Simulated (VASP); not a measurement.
# CsCdCl3 (P4/mmm) in VASP: single point with LDA

Aim: the single point of CsCdCl3 with LDA.

All numbers are computed with VASP 6.6.1; they aren't measurements. Logs are shortened: lines on timing, memory, paths and dates and some standing lists are left out, and cuts for length are marked.

**1. The cell of the first run**

Symmetry: P4/mmm, No. 123, tetragonal system. The conventional cell has a = 5.044 Å, b = 5.044 Å, c = 5.356 Å, α = 90.00°, β = 90.00°, γ = 90.00°. Within 4.7 Å of Cs (site symmetry 4/mmm) lie 12 Cl at 3.57 to 3.68 Å and 8 Cd at 4.46 Å. Cd (site symmetry 4/mmm) has 6 Cl at 2.52 to 2.68 Å within 3.3 Å. Within 3.3 Å of Cl (site symmetry mmm) lie 2 Cd at 2.52 Å. Cl (site symmetry 4/mmm) has 2 Cd at 2.68 Å and 4 Cs at 3.57 Å and 8 Cl at 3.68 Å within 3.7 Å.

**2. Single point, LDA (strain -0.030 along x and y, +0.030 along z)**

Contents of INCAR:

```
SYSTEM = CsCdCl3
PREC = Accurate
ENCUT = 520
EDIFF = 1E-6
ISMEAR = 0
SIGMA = 0.05
LREAL = .False.
LASPH = .True.
NELM = 60
ALGO = Normal
ISIF = 2
LWAVE = .False.
LCHARG = .False.
NBANDS = 29
```

Contents of KPOINTS:

```
Automatic mesh
0
Gamma
  6 6 6
  0 0 0
```

Contents of POSCAR:

```
CsCdCl3
1.0
    5.0440000000      0.0000000000      0.0000000000
    0.0000000000      5.0440000000      0.0000000000
    0.0000000000      0.0000000000      5.3560000000
Cs Cd Cl
1 1 3
Direct
    0.0000000000      0.0000000000      0.0000000000
    0.5000000000      0.5000000000      0.5000000000
    0.0000000000      0.5000000000      0.5000000000
    0.5000000000      0.0000000000      0.5000000000
    0.5000000000      0.5000000000      0.0000000000
```

Potentials or basis: VASP PAW LDA potentials, release 64 (Cs_sv, Cd, Cl).

Command:

```
cat potpaw_LDA.64/Cs_sv/POTCAR potpaw_LDA.64/Cd/POTCAR potpaw_LDA.64/Cl/POTCAR > POTCAR
mpirun -np 1 vasp_std > vasp.out
```

OUTCAR:

```text
SYSTEM = CsCdCl3
   PREC = Accurate
   ENCUT = 520
   EDIFF = 1E-6
   ISMEAR = 0
   LREAL = .False.
   LASPH = .True.
   NELM = 60
   ISIF = 2

 ion  position               nearest neighbor table
   1  0.000  0.000  0.000-
   2  0.500  0.500  0.500-   3 2.52   4 2.52   4 2.52   3 2.52   5 2.68   5 2.68
   3  0.000  0.500  0.500-   2 2.52   2 2.52
   4  0.500  0.000  0.500-   2 2.52   2 2.52
   5  0.500  0.500  0.000-   2 2.68   2 2.68

  LATTYP: Found a simple tetragonal cell.
 ALAT       =     5.0440000000
 C/A-ratio  =     1.0618556701

  Lattice vectors:

 A1 = (   5.0440000000,   0.0000000000,   0.0000000000)
 A2 = (   0.0000000000,   5.0440000000,   0.0000000000)
 A3 = (   0.0000000000,   0.0000000000,   5.3560000000)

Analysis of symmetry for initial positions (statically):
=====================================================================
 Subroutine PRICEL returns:
 Original cell was already a primitive cell.

 Routine SETGRP: Setting up the symmetry group for a
 simple tetragonal supercell.

 Subroutine GETGRP returns: Found 16 space group operations
 (whereof 16 operations were pure point group operations)
 out of a pool of 16 trial point group operations.

The static configuration has the point symmetry D_4h.

Analysis of symmetry for dynamics (positions and initial velocities):
=====================================================================
 Subroutine PRICEL returns:
 Original cell was already a primitive cell.

 Routine SETGRP: Setting up the symmetry group for a
 simple tetragonal supercell.

 Subroutine GETGRP returns: Found 16 space group operations
 (whereof 16 operations were pure point group operations)
 out of a pool of 16 trial point group operations.

The dynamic configuration has the point symmetry D_4h.

 Subroutine INISYM returns: Found 16 space group operations
 (whereof 16 operations are pure point group operations),
 and found     1 'primitive' translations

----------------------------------------------------------------------------------------

                                     Primitive cell

  volume of cell :     136.2670

  direct lattice vectors                    reciprocal lattice vectors
     5.044000000  0.000000000  0.000000000     0.198255353  0.000000000  0.000000000
     0.000000000  5.044000000  0.000000000     0.000000000  0.198255353  0.000000000
     0.000000000  0.000000000  5.356000000     0.000000000  0.000000000  0.186706497

  length of vectors
     5.044000000  5.044000000  5.356000000     0.198255353  0.198255353  0.186706497

  position of ions in fractional coordinates (direct lattice)
     0.000000000  0.000000000  0.000000000
     0.500000000  0.500000000  0.500000000
     0.000000000  0.500000000  0.500000000
     0.500000000  0.000000000  0.500000000
     0.500000000  0.500000000  0.000000000

  ion indices of the primitive-cell ions
   primitive index   ion index
                 1           1
                 2           2
                 3           3
                 4           4
                 5           5

----------------------------------------------------------------------------------------

 KPOINTS: Automatic mesh

Automatic generation of k-mesh.
 Grid dimensions read from file:
 generate k-points for:    6    6    6

 Generating k-lattice:

  Cartesian coordinates                     Fractional coordinates (reciprocal lattice)
     0.033042559  0.000000000  0.000000000     0.166666667  0.000000000  0.000000000
     0.000000000  0.033042559  0.000000000     0.000000000  0.166666667  0.000000000
     0.000000000  0.000000000  0.031117750     0.000000000  0.000000000  0.166666667

  Length of vectors
     0.033042559  0.033042559  0.031117750

  Shift w.r.t. Gamma in fractional coordinates (k-lattice)
     0.000000000  0.000000000  0.000000000

 Subroutine IBZKPT returns following result:
 ===========================================

 Found     40 irreducible k-points:

 Following reciprocal coordinates:
            Coordinates               Weight
  0.000000  0.000000  0.000000      1.000000
  0.166667  0.000000  0.000000      4.000000
  0.333333  0.000000  0.000000      4.000000
  0.500000  0.000000  0.000000      2.000000
  0.166667  0.166667  0.000000      4.000000
  0.333333  0.166667  0.000000      8.000000
[... 16 lines left out ...]
  0.333333  0.000000  0.333333      8.000000
  0.500000  0.000000  0.333333      4.000000
 [... further k-points ...]
   k-points           NKPTS =     40   k-points in BZ     NKDIM =     40   number of bands    NBANDS=     29
   number of dos      NEDOS =    301   number of ions     NIONS =      5
   total plane-waves  NPLWV =  64000
   dimension x,y,z NGX =    40 NGY =   40 NGZ =   40
   dimension x,y,z NGXF=    80 NGYF=   80 NGZF=   80
   ions per type =               1   1   3
   NGX,Y,Z   is equivalent  to a cutoff of  13.18, 13.18, 12.42 a.u.
   NGXF,Y,Z  is equivalent  to a cutoff of  26.37, 26.37, 24.83 a.u.
 SYSTEM =  CsCdCl3
   PREC   = accura    normal or accurate (medium, high low for compatibility)
   ISTART =      0    job   : 0-new  1-cont  2-samecut
   ICHARG =      2    charge: 1-file 2-atom 10-const
   ISPIN  =      1    spin polarized calculation?
   LNONCOLLINEAR =      F non collinear calculations
   LSORBIT =      F    spin-orbit coupling
   LASPH  =      T    aspherical Exc in radial PAW
   ENCUT  =  520.0 eV  38.22 Ry    6.18 a.u.   9.38  9.38  9.96*2*pi/ulx,y,z
   NELM   =     60;   NELMIN=  2; NELMDL= -5     # of ELM steps
   EDIFF  = 0.1E-05   stopping-criterion for ELM
   LREAL  =      F    real-space projection
   EDIFFG = 0.1E-04   stopping-criterion for IOM
   NSW    =      0    number of steps for IOM
   IBRION =     -1    ionic relax: 0-MD 1-quasi-New 2-CG
   NFREE  =      0    steps in history (QN), initial steepest desc. (CG)
   ISIF   =      2    stress and relaxation
   ISYM   =      2    0-nonsym 1-usesym 2-fastsym
   POTIM  = 0.5000    time-step for ionic-motion
   TEBEG  =    0.0;   TEEND  =   0.0 temperature during run
   PSTRESS=    0.0 pullay stress
   NELECT =      42.0000    total number of electrons
   NUPDOWN=      -1.0000    fix difference up-down
   EMIN   =  10.00;   EMAX   =-10.00  energy-range for DOS
   EFERMI =   0.00;   METHOD = LEGACY
   ISMEAR =     0;   SIGMA  =   0.05  broadening in eV -4-tet -1-fermi 0-gaus
   EFERMI_NEDOS =   21; number of points for ismear=-14 and -15
   IALGO  =     38    algorithm
   IMIX   =      4    mixing-type and parameters
     AMIX     =   0.40;   BMIX     =  1.00
     AMIX_MAG =   1.60;   BMIX_MAG =  1.00
  volume/ion in A,a.u.               =      27.25       183.92
  Fermi-wavevector in a.u.,A,eV,Ry     =   1.105845  2.089744 16.638479  1.222894
  Thomas-Fermi vector in A             =   2.242338
   LORBIT       =      0    0 simple, 1 ext, 2 COOP (PROOUT), +10 PAW based schemes
   GGA     = CA    functional components
   LHFCALC =     F    Hartree Fock is set to
   AEXX    =    0.0000 exact exchange contribution
   IVDW    =     0    specifies the selected vdW correction
   LEPSILON=     F    determine dielectric tensor
   LRPA    =     F    only Hartree local field effects (RPA)
 non-spin polarized calculation
 Gauss-broadening in eV      SIGMA  =   0.05
  energy-cutoff  :      520.00
  volume of cell :      136.27
 maximum number of plane-waves:      3693
 NGX is ok and might be reduce to    40
   NGX = 19   NGY = 19   NGZ = 19

 number of electron      41.9999996 magnetization

 Free energy of the ion-electron system (eV)
  ---------------------------------------------------
  ext. energy  EPLUGINS =         0.00000000
  ---------------------------------------------------
  free energy    TOTEN  =       -16.78782527 eV

  energy without entropy =      -16.78782527  energy(sigma->0) =      -16.78782527

 E-fermi :   0.5615     XC(G=0):  -9.2792

 val. band max:        0.3493862205   @ k =   0.5000   0.5000   0.5000
 cond. band min:       1.8121580524   @ k =   0.0000   0.0000   0.0000
 fundamental gap:      1.4627718320
 Fermi energy:         0.5615473553

 k-point     1 :       0.0000    0.0000    0.0000
  band No.  band energies     occupation
      1     -18.7814      2.00000
      2     -13.6181      2.00000
      3     -13.0716      2.00000
      4     -12.7683      2.00000
      5      -6.4794      2.00000
      6      -6.4441      2.00000
[... 21 lines left out ...]
     28       7.4854      0.00000
     29      11.1092      0.00000

 k-point     2 :       0.1667    0.0000    0.0000
  band No.  band energies     occupation
      1     -18.7778      2.00000
      2     -13.5709      2.00000
      3     -13.0792      2.00000
      4     -12.7758      2.00000
      5      -6.5013      2.00000
      6      -6.4695      2.00000
[... 21 lines left out ...]
     28       7.7984      0.00000
     29      10.8496      0.00000

 k-point     3 :       0.3333    0.0000    0.0000
  band No.  band energies     occupation
      1     -18.7705      2.00000
      2     -13.4670      2.00000
      3     -13.1007      2.00000
      4     -12.7904      2.00000
      5      -6.9048      2.00000
      6      -6.5418      2.00000
[... 21 lines left out ...]
     28       8.5805      0.00000
     29       9.8994      0.00000

 k-point     4 :       0.5000    0.0000    0.0000
  band No.  band energies     occupation
      1     -18.7669      2.00000
      2     -13.4074      2.00000
      3     -13.1172      2.00000
      4     -12.7975      2.00000
      5      -7.1209      2.00000
      6      -6.5607      2.00000
[... 597 lines left out ...]
     28       8.3281      0.00000
     29       8.9480      0.00000

 k-point    23 :       0.3333    0.0000    0.3333
  band No.  band energies     occupation
      1     -18.7653      2.00000
      2     -13.4163      2.00000
      3     -13.1017      2.00000
      4     -12.7823      2.00000
      5      -6.9456      2.00000
      6      -6.5306      2.00000
[... 21 lines left out ...]
     28       8.5994      0.00000
     29       8.7729      0.00000

 k-point    24 :       0.5000    0.0000    0.3333
  band No.  band energies     occupation
      1     -18.7622      2.00000
      2     -13.3410      2.00000
      3     -13.1287      2.00000
      4     -12.7882      2.00000
      5      -7.1359      2.00000
      6      -6.5467      2.00000
[... 21 lines left out ...]
     28       8.6595      0.00000
     29       9.2320      0.00000

 [... further k-points ...]
[... 5 lines left out ...]
  --------------------------------------------------------------------------------------
  -------------------------------------------------------------------------------------
  Total        0.5687665      0.5687665     -1.8531282      0.0000000      0.0000000      0.0000000
  in kB        6.6873466      6.6873466    -21.7883987      0.0000000      0.0000000      0.0000000
  external PRESSURE =      -2.8045685 kB  Pullay stress =       0.0000000 kB

 VOLUME and BASIS-vectors are now :
 -----------------------------------------------------------------------------
  energy-cutoff  :      520.00
  volume of cell :      136.27
      direct lattice vectors                 reciprocal lattice vectors
     5.044000000  0.000000000  0.000000000     0.198255353  0.000000000  0.000000000
     0.000000000  5.044000000  0.000000000     0.000000000  0.198255353  0.000000000
     0.000000000  0.000000000  5.356000000     0.000000000  0.000000000  0.186706497

 POSITION                                       TOTAL-FORCE (eV/Angst)
 -----------------------------------------------------------------------------------
      0.00000      0.00000      0.00000         0.000000      0.000000      0.000000
      2.52200      2.52200      2.67800         0.000000      0.000000      0.000000
      0.00000      2.52200      2.67800         0.000000      0.000000      0.000000
      2.52200      0.00000      2.67800         0.000000      0.000000      0.000000
      2.52200      2.52200      0.00000         0.000000      0.000000      0.000000
 -----------------------------------------------------------------------------------
    total drift:                               -0.000000      0.000000     -0.000000

  FREE ENERGIE OF THE ION-ELECTRON SYSTEM (eV)
  ---------------------------------------------------
  free  energy   TOTEN  =       -16.7878252723 eV

  energy  without entropy=      -16.7878252723  energy(sigma->0) =      -16.78782527
```

Wall time 91 s (1 thread of Intel Xeon Platinum 8488C (Sapphire Rapids), shared host); peak memory 0.28 GiB.

Results:

| Item | Value |
| --- | --- |
| Free energy | -16.7878 eV |
| Pressure | -0.3 GPa |
| Band gap on the k mesh | 1.46 eV (least direct gap 2.26 eV) |

Levels at points of the mesh, in eV from the valence-band top:
```csv
k point,band 17,band 18,band 19,band 20,band 21,band 22,band 23,band 24,band 25,band 26
"(0.00, 0.00, 0.00)",-1.15,-1.15,-0.81,-0.80,-0.80,1.46,5.42,5.52,5.75,6.86
"(0.50, 0.00, 0.00)",-1.41,-1.24,-1.22,-1.11,-1.09,4.51,6.84,7.19,7.49,7.95
"(0.50, 0.50, 0.00)",-1.47,-1.11,-1.11,-0.48,-0.01,6.44,7.02,7.02,7.58,8.13
"(0.00, 0.00, 0.50)",-1.44,-1.12,-1.12,-1.02,-1.02,3.85,6.66,6.70,7.61,7.70
"(0.50, 0.00, 0.50)",-1.44,-1.40,-1.31,-0.57,-0.24,6.01,6.61,7.21,7.41,7.78
"(0.50, 0.50, 0.50)",-0.52,-0.52,-0.47,-0.28,0.00,5.24,5.58,5.58,7.06,8.06
```

Caveat: the cell differs from its parent crystal (strain -0.030 along x and y, +0.030 along z); spin-orbit coupling is left out, which moves the levels of the heavy elements.
